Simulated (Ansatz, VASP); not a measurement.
V4O in VASP and in Ansatz

```
CELL_PARAMETERS angstrom
2.99718 0.00000 0.00000
0.00000 2.99718 0.00000
0.00000 0.00000 21.33338
ATOMIC_POSITIONS crystal
V 0.50000 0.50000 0.18750
V 0.00000 0.00000 0.25775
V 0.50000 0.50000 0.32672
V 0.00000 0.00000 0.39063
O 0.25000 0.25000 0.50078
```

Alike in both runs: task single point; functional PBE; k mesh 9 × 9 × 1; occupations gaussian, width 0.1 eV; no spin polarisation.

|  | VASP | Ansatz |
| --- | --- | --- |
| version | VASP 6.6.1 | Ansatz 0.2.0 |
| potentials or method | VASP PAW PBE potentials, release 64 (V_sv, O), cutoff 520 eV | scalar-relativistic, plane waves, PAW |
| valence electrons in the cell | 58 | 58 |

```csv
,VASP,Ansatz,Ansatz less VASP
gap on the k mesh at the Fermi level (eV),none,none,-
rms of the force components (eV/Å),1.338,1.337,-0.0005
```

Atom by atom the forces differ by 0.006 eV/Å (rms over components). A gap of «none» marks a metal or a gap that the smearing closes.
